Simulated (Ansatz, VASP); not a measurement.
Two plane-wave programs on Mg2C3

The input INCAR:

```
PREC = Accurate ; ENCUT = 600
EDIFF = 1E-7 ; ISMEAR = 0
SIGMA = 0.02 ; LREAL = F
LASPH = T ; NELM = 80
ALGO = Normal ; ISIF = 3
LWAVE = F ; LCHARG = F
GGA = PS ; IBRION = 2
NSW = 100 ; EDIFFG = -0.005
```

File KPOINTS:

```
regular mesh
0
Gamma
  8 8 6
```

File POSCAR:

```
Mg2C3
1.0
    2.4155000000     -2.3500000000      0.0000000000
    2.4155000000      2.3500000000      0.0000000000
   -1.2270700000      0.0000000000      4.8332800000
Mg C
2 3
Direct
    0.8087000000      0.8087000000      0.2011000000
    0.1913000000      0.1913000000      0.7989000000
    0.2989000000      0.2989000000      0.2615000000
    0.7011000000      0.7011000000      0.7385000000
    0.5000000000      0.5000000000      0.5000000000
```

Input for Ansatz:

```yaml
crystal:
  lattice:
    - [2.4155, -2.35, 0.0]
    - [2.4155, 2.35, 0.0]
    - [-1.22707, 0.0, 4.83328]
  atoms:
    - { symbol: Mg, position: [0.8087, 0.8087, 0.2011] }
    - { symbol: Mg, position: [0.1913, 0.1913, 0.7989] }
    - { symbol: C, position: [0.2989, 0.2989, 0.2615] }
    - { symbol: C, position: [0.7011, 0.7011, 0.7385] }
    - { symbol: C, position: [0.5, 0.5, 0.5] }
basis:
  ecutwfc: 420
kpoints:
  mp_grid: { grid: [8, 8, 6] }
hamiltonian:
  xc: pbesol
scf:
  occupations: { method: gaussian, width: 0.02 }
output:
  forces: true
  stress: true
  eigenvalues: true
  write_density: true
  write_potential: true
  elf: true
  volumetric_format: npy
relax:
  adjacent_minimum: "off"
  f_tol: 0.005
  max_steps: 80
  cell: { stress_tol: 0.05 }
```

Alike in both runs: task relaxation of cell and atoms; functional PBEsol; k mesh 8 × 8 × 6; occupations gaussian, width 0.02 eV; no spin polarisation.

```csv
,VASP,Ansatz
version,VASP 6.6.1,Ansatz 0.2.0
potentials or method,"VASP PAW PBE potentials, release 64 (Mg, C), cutoff 600 eV","scalar-relativistic, plane waves, PAW"
valence electrons in the cell,16,32
```

Ansatz gave:

* gap on the k mesh at the Fermi level, each at its own relaxed structure (eV): 1.69
* relaxed volume (Å³/atom): 10.79
* relaxed length of the cell vector where the two differ most in proportion (Å): 4.978

**Question.** Which values does VASP return?

**Answer.** gap on the k mesh at the Fermi level, each at its own relaxed structure (eV): 1.70; relaxed volume (Å³/atom): 10.76; relaxed length of the cell vector where the two differ most in proportion (Å): 4.971.

VASP's potentials were made for PBE, not for PBEsol. VASP's potentials hold 16 valence electrons a cell and Ansatz's 32, so a difference there can come from the potentials and not from the codes.
